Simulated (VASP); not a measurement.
Input of a VASP 6.6.1 run:

File INCAR:

```
SYSTEM = InO
PREC     = Accurate       ! precision mode
ENCUT    = 520            ! plane-wave cutoff, eV
EDIFF    = 1E-6           ! SCF threshold, eV
ISMEAR   = 0              ! smearing method
SIGMA    = 0.1            ! smearing width, eV
LREAL    = .FALSE.        ! projectors in reciprocal space
LASPH    = .TRUE.         ! aspherical terms in the spheres
NELM     = 100            ! most SCF steps
ALGO     = Normal         ! electronic algorithm
ISIF     = 2              ! what is computed and relaxed
LWAVE    = .FALSE.        ! write WAVECAR
LCHARG   = .FALSE.        ! write CHGCAR
GGA      = PE             ! functional
NBANDS   = 16             ! bands
```

KPOINTS

```
regular mesh
0
G
  18 18 18
  0 0 0
```

The input POSCAR:

```
InO
1.0
    3.3083044358      0.0000000000      0.0000000000
   -1.6541522179      2.8650756848      0.0000000000
    0.0000000000      0.0000000000      3.1656173724
In O
1 1
Direct
    0.6666666667      0.3333333333      0.5000000000
    0.3333333333      0.6666666667      0.0000000000
```

Potentials or basis: VASP PAW PBE potentials, release 64 (In_d, O).

Run with:

```bash
$ cat potpaw_PBE.64/In_d/POTCAR potpaw_PBE.64/O/POTCAR > POTCAR
$ mpirun -np 1 vasp_std > vasp.out
```

Question: What does it give for the pressure?

Answer: 0.1 GPa.

Question: What does it give for the band gap on the k mesh?

Answer: Zero (an odd number of electrons rules out a gap without spin polarisation).

Stress tensor (GPa, compression positive):
```
0.02 0.00 0.00
0.00 0.02 0.00
0.00 0.00 0.11
```

Caveat: spin-orbit coupling is left out, which moves the levels of the heavy elements; an odd number of electrons without spin polarisation forces a metal; a magnetic or distorted state may lie lower.
